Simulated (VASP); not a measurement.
Input of a VASP 6.6.1 run:

Contents of INCAR:

```
PREC = Accurate
ENCUT = 520
EDIFF = 1E-6
ISMEAR = 0
SIGMA = 0.1
LREAL = False
LASPH = True
NELM = 100
ALGO = Normal
ISIF = 2
LWAVE = False
LCHARG = False
GGA = PE
NBANDS = 26
```

KPOINTS

```
Automatic mesh
0
Gamma
  8 8 8
```

POSCAR

```
TaSi6
1.0
    0.0000000000      4.2706641989      4.2706641989
    4.2706641989      0.0000000000      4.2706641989
    4.2706641989      4.2706641989      0.0000000000
Ta Si
1 6
Direct
    0.5000000000      0.5000000000      0.5000000000
    0.2051723741      0.7948276259      0.7948276259
    0.7948276259      0.2051723741      0.2051723741
    0.7948276259      0.2051723741      0.7948276259
    0.2051723741      0.7948276259      0.2051723741
    0.7948276259      0.7948276259      0.2051723741
    0.2051723741      0.2051723741      0.7948276259
```

Potentials or basis: VASP PAW PBE potentials, release 64 (Ta_pv, Si).

Launch:

```sh
$ cat potpaw_PBE.64/Ta_pv/POTCAR potpaw_PBE.64/Si/POTCAR > POTCAR
$ mpirun -np 1 vasp_std > vasp.out
```

Q: Predict the largest force.

A: 0.023 eV/Å.

Q: Estimate the pressure.

A: 0.0 GPa.

Q: Estimate the band gap on the k mesh.

A: Zero (an odd number of electrons rules out a gap without spin polarisation).

Forces on the atoms (eV/Å):
```
Ta   0.000  0.000  0.000
Si   0.023  0.000  0.000
Si  -0.023  0.000  0.000
Si   0.000  0.023  0.000
Si   0.000 -0.023  0.000
Si   0.000  0.000  0.023
Si   0.000  0.000 -0.023
```

Caveat: spin-orbit coupling is left out, which moves the levels of the heavy elements.
